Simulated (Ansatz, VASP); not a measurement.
**Two plane-wave programs on Al2Cu**

File INCAR:

```
PREC = Accurate
ENCUT = 520
EDIFF = 1E-6
ISMEAR = 0
SIGMA = 0.15
LREAL = F
LASPH = T
NELM = 100
ALGO = Fast
ISIF = 2
LWAVE = F
LCHARG = F
GGA = PS
NBANDS = 26
```

The input KPOINTS:

```
Automatic mesh
0
Gamma
  10 10 10
```

The input POSCAR:

```
Al2Cu
1.0
   -3.0564500000      3.0564500000      2.3172500000
    3.0564500000     -3.0564500000      2.3172500000
    3.0564500000      3.0564500000     -2.3172500000
Al Cu
4 2
Direct
    0.1593210787      0.6593210787      0.8186421574
    0.6593210787      0.8406789213      0.5000000000
    0.8406789213      0.3406789213      0.1813578426
    0.3406789213      0.1593210787      0.5000000000
    0.7500000000      0.7500000000      0.0000000000
    0.2500000000      0.2500000000      0.0000000000
```

Input for Ansatz:

```yaml
crystal:
  lattice:
    - [-3.05645, 3.05645, 2.31725]
    - [3.05645, -3.05645, 2.31725]
    - [3.05645, 3.05645, -2.31725]
  atoms:
    - { symbol: Al, position: [0.1593210787, 0.6593210787, 0.8186421574] }
    - { symbol: Al, position: [0.6593210787, 0.8406789213, 0.5] }
    - { symbol: Al, position: [0.8406789213, 0.3406789213, 0.1813578426] }
    - { symbol: Al, position: [0.3406789213, 0.1593210787, 0.5] }
    - { symbol: Cu, position: [0.75, 0.75, 0.0] }
    - { symbol: Cu, position: [0.25, 0.25, 0.0] }
basis:
  ecutwfc: 520.0
kpoints:
  mp_grid: { grid: [10, 10, 10] }
hamiltonian:
  xc: pbesol
  pseudopotentials: { kind: paw, azcp: { folder: soft_1 } }
scf:
  occupations: { method: gaussian, width: 0.15 }
output:
  forces: true
  stress: true
  eigenvalues: true
```

Alike in both runs: task single point; functional PBEsol; k mesh 10 × 10 × 10; occupations gaussian, width 0.15 eV; no spin polarisation.

|  | VASP | Ansatz |
| --- | --- | --- |
| version | VASP 6.6.1 | Ansatz 0.2.0 |
| potentials or method | VASP PAW PBE potentials, release 64 (Al, Cu), cutoff 520 eV | scalar-relativistic, plane waves, PAW |
| valence electrons in the cell | 34 | 50 |

VASP gave:

| Item | Value |
| --- | --- |
| gap on the k mesh at the Fermi level (eV) | none |
| pressure (GPa) | 0.8 |
| traceless stress, the component that is largest in VASP (GPa) | 6.46 |
| rms of the force components (eV/Å) | 0.081 |

Question: Which values does Ansatz return?

Answer: gap on the k mesh at the Fermi level (eV): none; pressure (GPa): 0.5; traceless stress, the component that is largest in VASP (GPa): 6.46; rms of the force components (eV/Å): 0.079.

VASP's potentials were made for PBE, not for PBEsol, and Ansatz warns of the same on its side. Atom by atom the forces differ by 0.002 eV/Å (rms over components). A gap of «none» marks a metal or a gap that the smearing closes. VASP's potentials hold 34 valence electrons a cell and Ansatz's 50, so a difference there can come from the potentials and not from the codes.
